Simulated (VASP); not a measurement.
# MgC18 in VASP: notebook, part 2 of 2

VASP 6.6.1.

## (4) Single point, LDA

File INCAR:

```
PREC = Accurate
ENCUT = 520
EDIFF = 1E-7
ISMEAR = -1
SIGMA = 0.05
LREAL = Auto
LASPH = True
NELM = 100
ALGO = Normal
ISIF = 2
LWAVE = False
LCHARG = False
NBANDS = 52
```

File KPOINTS:

```
regular mesh
0
Gamma
  2 2 1
```

File POSCAR:

```
MgC18
1.0
    7.3980000000      0.0000000000      0.0000000000
   -3.6990000000      6.4068560000      0.0000000000
    0.0000000000      0.0000000000     12.0000000000
C Mg
18 1
Direct
   -0.0062825242      0.0010964816      0.0809446667
    0.2158281283      0.1121390898      0.0809051667
   -0.0069968103      0.3342402264      0.0809930833
    0.2165306663      0.4459894213      0.0809821667
   -0.0062205434      0.6680006543      0.0809030000
    0.2157379330      0.7789619433      0.0809874167
    0.3268564036      0.0011737426      0.0810167500
    0.5503008149      0.1128603484      0.0809740833
    0.3276118193      0.3356691644      0.0808736667
    0.5488181812      0.4459037319      0.0810132500
    0.3275305781      0.6672798639      0.0809470000
    0.5488912043      0.7782514544      0.0810377500
    0.6607202755      0.0018909431      0.0810339167
    0.8819327072      0.1127932327      0.0809254167
    0.6606270086      0.3341464206      0.0809995000
    0.8819988899      0.4444697992      0.0808702500
    0.6592305240      0.6673529107      0.0809573333
    0.8826832924      0.7790462280      0.0809690000
    1.1042718374      0.8901684383      0.2901660000
```

Potentials or basis: VASP PAW LDA potentials, release 64 (C, Mg).

Launch:

```sh
$ cat potpaw_LDA.64/C/POTCAR potpaw_LDA.64/Mg/POTCAR > POTCAR
$ mpirun -np 1 vasp_std > vasp.out
```

OUTCAR:

```text
PREC = Accurate
   ENCUT = 520
   EDIFF = 1E-7
   ISMEAR = -1
   LREAL = Auto
   LASPH = True
   NELM = 100
   ISIF = 2

 ion  position               nearest neighbor table
   1  0.994  0.001  0.081-  18 1.42   2 1.42  14 1.43
   2  0.216  0.112  0.081-   7 1.42   1 1.42   9 1.43
   3  0.993  0.334  0.081-  16 1.42  14 1.42   4 1.43
   4  0.217  0.446  0.081-  11 1.42   9 1.42   3 1.43
   5  0.994  0.668  0.081-   6 1.42  18 1.42  16 1.43
   6  0.216  0.779  0.081-   5 1.42   7 1.42  11 1.43
[... 10 lines left out ...]
  17  0.659  0.667  0.081-  12 1.42  10 1.42  18 1.43
  18  0.883  0.779  0.081-   1 1.42   5 1.42  17 1.43
  19  0.104  0.890  0.290-

  LATTYP: Found a hexagonal cell.
 ALAT       =     7.3980000000
 C/A-ratio  =     1.6220600162

  Lattice vectors:

 A1 = (   7.3980000000,   0.0000000000,   0.0000000000)
 A2 = (  -3.6990000000,   6.4068560000,   0.0000000000)
 A3 = (   0.0000000000,   0.0000000000,  12.0000000000)

Analysis of symmetry for initial positions (statically):
[... 189 lines left out ...]
 cond. band min:      -1.6686397294   @ k =   0.0000   0.0000   0.0000
 fundamental gap:      0.0663594850
 Fermi energy:        -1.6784522150

 k-point     1 :       0.0000    0.0000    0.0000
  band No.  band energies     occupation
      1     -20.9885      2.00000
      2     -18.5493      2.00000
      3     -18.4267      2.00000
      4     -18.4260      2.00000
      5     -18.3899      2.00000
      6     -18.3349      2.00000
[... 197 lines left out ...]
     48       3.4626      0.00000
     49       3.7836      0.00000
 [bands above 49 left out]

------------------------ aborting loop because EDIFF is reached ----------------------------------------

  FORCE on cell =-STRESS in cart. coord.  units (eV):
  Direction    XX          YY          ZZ          XY          YZ          ZX
  --------------------------------------------------------------------------------------
  -------------------------------------------------------------------------------------
  Total       -7.6712842     -7.6152444     -0.2707663     -0.0147436     -0.0040948     -0.0041403
  in kB      -21.6091716    -21.4513136     -0.7627193     -0.0415310     -0.0115347     -0.0116627
  external PRESSURE =     -14.6077348 kB  Pullay stress =       0.0000000 kB

 VOLUME and BASIS-vectors are now :
 -----------------------------------------------------------------------------
  energy-cutoff  :      520.00
  volume of cell :      568.78
      direct lattice vectors                 reciprocal lattice vectors
     7.398000000  0.000000000  0.000000000     0.135171668  0.078041398  0.000000000
    -3.699000000  6.406856000  0.000000000     0.000000000  0.156082796  0.000000000
     0.000000000  0.000000000 12.000000000     0.000000000  0.000000000  0.083333333

 POSITION                                       TOTAL-FORCE (eV/Angst)
 -----------------------------------------------------------------------------------
      7.34747      0.00702      0.97134         0.001621     -0.011488      0.002338
      1.18189      0.71846      0.97086        -0.002930     -0.000119      0.007287
      6.10988      2.14143      0.97192        -0.003335     -0.020231     -0.002237
     -0.04782      2.85739      0.97179         0.013800      0.009504      0.009167
      4.88105      4.27978      0.97084        -0.014220     -0.003880      0.004678
     -1.28535      4.99070      0.97185         0.001569      0.013480      0.001164
[... 11 lines left out ...]
      3.64840      4.99124      0.97163         0.015112     -0.003575      0.000177
     -2.52133      5.70318      3.48199        -0.000585     -0.001243     -0.043289
 -----------------------------------------------------------------------------------
    total drift:                                0.018846      0.022816      0.048079

  FREE ENERGIE OF THE ION-ELECTRON SYSTEM (eV)
  ---------------------------------------------------
  free  energy   TOTEN  =      -181.3069299071 eV

  energy  without entropy=     -181.2158841432  energy(sigma->0) =     -181.26140703
```

It took 8.2 min on 1 thread of Intel Xeon 8259CL, shared host; peak memory 0.44 GiB.

Results:

```
Free energy            : -181.3069 eV
Largest force          : 0.043 eV/Å
Band gap on the k mesh : 0.07 eV (least direct gap 0.15 eV)
```

Forces in eV/Å, atoms in the order of the input:
```
C    0.002 -0.011  0.002
C   -0.003  0.000  0.007
C   -0.003 -0.020 -0.002
C    0.014  0.010  0.009
C   -0.014 -0.004  0.005
C    0.002  0.013  0.001
C   -0.006 -0.023 -0.001
C    0.011  0.004 -0.001
C   -0.015 -0.004  0.002
C    0.005  0.022  0.001
C   -0.003 -0.002  0.000
C   -0.002  0.008  0.003
C   -0.012 -0.004  0.008
C    0.005  0.014  0.001
C    0.008 -0.001  0.001
C   -0.003  0.017  0.007
C    0.002 -0.013 -0.001
C    0.015 -0.004  0.000
Mg  -0.001 -0.001 -0.043
```

Caveat: the k points lie up to 0.49 Å⁻¹ apart.

## (5) Single point, LDA

File INCAR:

```
SYSTEM = MgC18
PREC = Accurate
ENCUT = 520
EDIFF = 1E-6
ISMEAR = -1
SIGMA = 0.05
LREAL = Auto
LASPH = .TRUE.
NELM = 100
ALGO = Normal
ISIF = 2
LWAVE = .FALSE.
LCHARG = .FALSE.
GGA = CA
NBANDS = 52
```

File KPOINTS:

```
Automatic mesh
0
G
  2 2 1
  0 0 0
```

File POSCAR:

```
MgC18
1.0
    7.3980000000      0.0000000000      0.0000000000
   -3.6990000000      6.4068560000      0.0000000000
    0.0000000000      0.0000000000     12.0000000000
C Mg
18 1
Direct
   -0.0023588448      0.0016148326      0.0826246667
    0.2208782611      0.1132204314      0.0827052500
   -0.0020402767      0.3343571324      0.0830115000
    0.2205579734      0.4456585258      0.0830261667
   -0.0023379255      0.6667891396      0.0828038333
    0.2208539428      0.7784034790      0.0828805000
    0.3324591270      0.0015903276      0.0828325000
    0.5548342742      0.1127877699      0.0831125833
    0.3320569880      0.3356032975      0.0830343333
    0.5536074611      0.4456426054      0.0830046667
    0.3320399743      0.6672143092      0.0831404167
    0.5535944698      0.7786969147      0.0830216667
    0.6648953001      0.0012953311      0.0830135000
    0.8864457774      0.1128077484      0.0829859167
    0.6649061015      0.3343426167      0.0830310833
    0.8864615559      0.4444118925      0.0830960833
    0.6636439862      0.6671930819      0.0830115000
    0.8860282257      0.7783749159      0.0826705000
    1.1068771920      0.8914294312      0.2544928333
```

Launch:

```sh
$ cat potpaw_LDA.64/C/POTCAR potpaw_LDA.64/Mg/POTCAR > POTCAR
$ mpirun -np 1 vasp_std > vasp.out
```

Run time: 7.7 min. Hardware: 1 thread of Intel Xeon 8259CL, shared host; peak memory 0.44 GiB.

Results (log left out):

- Free energy: -181.3553 eV
- Largest force: 0.049 eV/Å
- Band gap on the k mesh: zero (bands 37 and 38 overlap by 0.09 eV)

Forces on the atoms (eV/Å):
```
C    0.002 -0.002  0.001
C   -0.003  0.003  0.002
C    0.011  0.014  0.007
C   -0.008  0.005  0.006
C    0.005  0.005  0.002
C    0.006 -0.003 -0.001
C    0.001 -0.006 -0.001
C   -0.014 -0.013  0.000
C    0.002 -0.008  0.002
C    0.003 -0.001  0.006
C   -0.012  0.005 -0.001
C   -0.003  0.010  0.003
C   -0.005 -0.016  0.006
C    0.003 -0.008  0.003
C   -0.012  0.006  0.006
C    0.004  0.018 -0.001
C    0.008 -0.002  0.005
C   -0.002  0.000  0.001
Mg   0.015 -0.006 -0.046
```

Levels at points of the mesh, in eV from the Fermi level:
| k point | band 33 | band 34 | band 35 | band 36 | band 37 | band 38 | band 39 | band 40 |
| --- | --- | --- | --- | --- | --- | --- | --- | --- |
| (0.00, 0.00, 0.00) | -3.02 | -3.02 | -0.21 | -0.21 | -0.09 | -0.09 | -0.09 | 3.64 |
| (0.50, 0.00, 0.00) | -2.89 | -2.74 | -2.70 | -2.38 | 0.00 | 1.42 | 2.22 | 2.28 |
| (0.00, 0.50, 0.00) | -2.89 | -2.74 | -2.70 | -2.38 | 0.00 | 1.42 | 2.22 | 2.28 |
| (0.50, 0.50, 0.00) | -2.89 | -2.74 | -2.70 | -2.38 | 0.00 | 1.42 | 2.22 | 2.28 |

Caveat: the k points lie up to 0.49 Å⁻¹ apart.
